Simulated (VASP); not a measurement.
A run of VASP 6.6.1:

INCAR

```
PREC = Accurate
ENCUT = 520
EDIFF = 1E-7
ISMEAR = 0
SIGMA = 0.05
LREAL = F
LASPH = T
NELM = 100
ALGO = Normal
ISIF = 2
LWAVE = F
LCHARG = T
GGA = PE
LELF = T
LVHAR = T
NBANDS = 35
```

File KPOINTS:

```
Automatic mesh
0
Gamma
  18 18 4
```

File POSCAR:

```
MoS2
1.0
    3.1690000000      0.0000000000      0.0000000000
   -1.5845000000      2.7444345000      0.0000000000
    0.0000000000      0.0000000000     12.3240000000
Mo S
2 4
Direct
    0.3333333300      0.6666666700      0.2500000000
    0.6666666700      0.3333333300      0.7500000000
    0.3333333300      0.6666666700      0.6230000000
    0.6666666700      0.3333333300      0.1230000000
    0.3333333300      0.6666666700      0.8770000000
    0.6666666700      0.3333333300      0.3770000000
```

Potentials or basis: VASP PAW PBE potentials, release 64 (Mo_sv, S).

The run is started by

```sh
$ cat potpaw_PBE.64/Mo_sv/POTCAR potpaw_PBE.64/S/POTCAR > POTCAR
$ mpirun -np 1 vasp_std > vasp.out
```

Hardware: 1 thread of Intel(R) Xeon(R) Platinum 8259CL CPU @ 2.50GHz (Skylake/Cascade Lake), on a shared host.

Question: How long does it take, and how much memory?

Answer: Run time: 6.5 min on 1 thread of Intel(R) Xeon(R) Platinum 8259CL CPU @ 2.50GHz (Skylake/Cascade Lake) (shared host), peak memory 0.44 GiB. Counts: scf iterations 16, k points 111.
